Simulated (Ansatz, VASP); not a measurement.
## TaN in VASP and in Ansatz

Contents of INCAR:

```
SYSTEM = TaN
PREC = Accurate ; ENCUT = 520
EDIFF = 1E-7 ; ISMEAR = -1
SIGMA = 0.05 ; LREAL = .False.
LASPH = .True. ; NELM = 150
ALGO = Normal ; ISIF = 2
LWAVE = .False. ; LCHARG = .True.
LMAXMIX = 4 ; LDAU = .True.
LDAUTYPE = 2 ; LDAUL = 2 -1
LDAUU = 6 0 ; LDAUJ = 0 0
LDAUPRINT = 1 ; GGA = PS
LELF = .True. ; LVHAR = .True.
NBANDS = 15
```

File KPOINTS:

```
Automatic mesh
0
Gamma
  10 10 9
  0 0 0
```

POSCAR

```
TaN
1.0
    2.9380000000      0.0000000000      0.0000000000
   -1.4690000000      2.5443826363      0.0000000000
    0.0000000000      0.0000000000      2.8830000000
Ta N
1 1
Direct
    0.0000000000      0.0000000000      0.5000000000
    0.6666666667      0.3333333333      0.0000000000
```

Contents of input.yaml:

```yaml
crystal:
  lattice:
    - [2.938, 0.0, 0.0]
    - [-1.469, 2.5443826363, 0.0]
    - [0.0, 0.0, 2.883]
  atoms:
    - { symbol: Ta, position: [0.0, 0.0, 0.5] }
    - { symbol: "N", position: [0.6666666667, 0.3333333333, 0.0] }
hamiltonian:
  xc: pbesol
  pseudopotentials: { kind: paw }
  hubbard: { sites: [{ species: Ta, l: d, u_eff: 6.0 }] }
kpoints:
  mp_grid: { grid: [10, 10, 9] }
scf:
  occupations: { method: fermi_dirac, width: 0.05 }
  n_extra_bands: 6
output:
  forces: true
  stress: true
  eigenvalues: true
  dos: { projected: true, de: 0.05, nscf_kmesh: { grid: [15, 15, 14] } }
  write_density: true
  write_potential: true
  elf: true
  volumetric_format: npy
```

Alike in both runs: functional PBEsol; k mesh 10 × 10 × 9; occupations fermi-dirac, width 0.05 eV; no spin polarisation; Hubbard terms Ta d U = 6.0 eV.

|  | VASP | Ansatz |
| --- | --- | --- |
| version | VASP 6.6.1 | Ansatz 0.2.0 |
| potentials or method | VASP PAW PBE potentials, release 64 (Ta_pv, N) | Ansatz PAW |
| plane-wave cutoff (eV) | 520 | 420 |
| valence electrons in the cell | 16 | 18 |
| task | single point | projected density of states |

VASP gave:

| Item | Value |
| --- | --- |
| gap on the k mesh at the Fermi level (eV) | none |
| pressure (GPa) | 15.9 |
| traceless stress, the component that is largest in VASP (GPa) | 1.41 |

**Question.** Estimate Ansatz's values.

**Answer.** gap on the k mesh at the Fermi level (eV): none; pressure (GPa): 1.1; traceless stress, the component that is largest in VASP (GPa): -2.42.

VASP's potentials were made for PBE, not for PBEsol. The programs project onto different local orbitals, so the same U acts differently, and such runs can settle in different states. A gap of «none» marks a metal or a gap that the smearing closes. VASP's potentials hold 16 valence electrons a cell and Ansatz's 18, so a difference there can come from the potentials and not from the codes.

Neither program's run includes spin-orbit coupling.
